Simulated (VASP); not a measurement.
Write the native input for VASP 6.6.1 that does the following.

```
Task                   : single point
Functional             : PBE
Potentials or basis    : VASP PAW PBE potentials, release 64 (Al, Cl)
Cutoff                 : 520 eV
k mesh                 : 8 × 8 × 6
Occupations            : methfessel-paxton, width 0.1 eV
Spin                   : no spin polarisation
Dipole correction      : no
Further INCAR settings : ALGO = Normal; EDIFF = 1e-07; NBANDS = 14
```

The structure of Al2Cl lies in POSCAR:

```
Al2Cl
1.0
    3.7891741700      0.0000000000      0.0000000000
    0.0000000000      3.7891741700      0.0000000000
    0.0000000000      0.0000000000      4.7668408700
Al Cl
2 1
Direct
    0.4999800000      0.0023650000      0.3483520000
   -0.0062180000      0.4843420000      0.3410360000
   -0.0050410000     -0.0057340000      0.3904520000
```

One way to write it, as run:

INCAR

```
PREC     = Accurate       # precision mode
ENCUT    = 520            # plane-wave cutoff, eV
EDIFF    = 1E-7           # SCF threshold, eV
ISMEAR   = 1              # smearing method
SIGMA    = 0.1            # smearing width, eV
LREAL    = False          # projectors in reciprocal space
LASPH    = True           # aspherical terms in the spheres
NELM     = 60             # most SCF steps
ALGO     = Normal         # electronic algorithm
ISIF     = 2              # what is computed and relaxed
LWAVE    = False          # write WAVECAR
LCHARG   = False          # write CHGCAR
GGA      = PE             # functional
NBANDS   = 14             # bands
```

KPOINTS

```
Automatic mesh
0
Gamma
  8 8 6
```

Potentials or basis: VASP PAW PBE potentials, release 64 (Al, Cl).

Launch:

```console
$ cat potpaw_PBE.64/Al/POTCAR potpaw_PBE.64/Cl/POTCAR > POTCAR
$ mpirun -np 1 vasp_std > vasp.out
```

It gave:

The pressure is 50.6 GPa, the largest force is 5.167 eV/Å and the band gap on the k mesh is zero (an odd number of electrons rules out a gap without spin polarisation).

Caveat: the cell stands under pressure; an odd number of electrons without spin polarisation forces a metal; a magnetic or distorted state may lie lower.

Run time: 4.4 min on 1 thread of Intel Xeon 8259CL, with other jobs on the host, peak memory 0.29 GiB.
